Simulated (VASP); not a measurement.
LiCl:

```
Cl Li
1.0
     0.00000    2.56477    2.56477
     2.56477    0.00000    2.56477
     2.56477    2.56477    0.00000
Cl Li
1 1
Direct
  0.50000 0.50000 0.50000
  0.00000 0.00000 0.00000
```

```yaml
Program: VASP 6.6.1
Task: relaxation of cell and atoms
Functional: revPBE
Dispersion: D3(BJ)
Potentials_or_basis: VASP PAW PBE potentials, release 64 (Cl, Li_sv)
Cutoff: 750 eV
k_mesh: 9 × 9 × 9
Occupations: fermi-dirac, width 0.05 eV
Spin: no spin polarisation
```

At the start: pressure -2.5 GPa; volume 16.87 Å³/atom.

Q: Where does the relaxation end?

A: Over 4 steps the energy falls by 10.5 meV/atom and the volume is 15.62 Å³/atom (-7.4 %); space group Fm-3m (No. 225, to 0.1 Å) before and after.

The path:
```tsv
step	energy change (eV)	largest force (eV/Å)	pressure (GPa)	volume (Å³)
1	0.0000	0.0000	-2.52	33.74
2	-0.0157	0.0000	-1.37	32.46
3	-0.0210	0.0000	-0.11	31.33
4	-0.0211	0.0000	0.01	31.24
```

Final structure:
```cif
data_structure
_symmetry_space_group_name_H-M 'P 1'
_symmetry_Int_Tables_number 1
_cell_length_a 3.5351
_cell_length_b 3.5351
_cell_length_c 3.5351
_cell_angle_alpha 60.000
_cell_angle_beta 60.000
_cell_angle_gamma 60.000
_cell_volume 31.24
loop_
_atom_site_label
_atom_site_type_symbol
_atom_site_fract_x
_atom_site_fract_y
_atom_site_fract_z
_atom_site_occupancy
Cl1 Cl 0.50000 0.50000 0.50000 1
Li1 Li 0.00000 0.00000 0.00000 1
```

Caveat: the PAW data sets were made with another functional, which shifts forces and pressure a little.
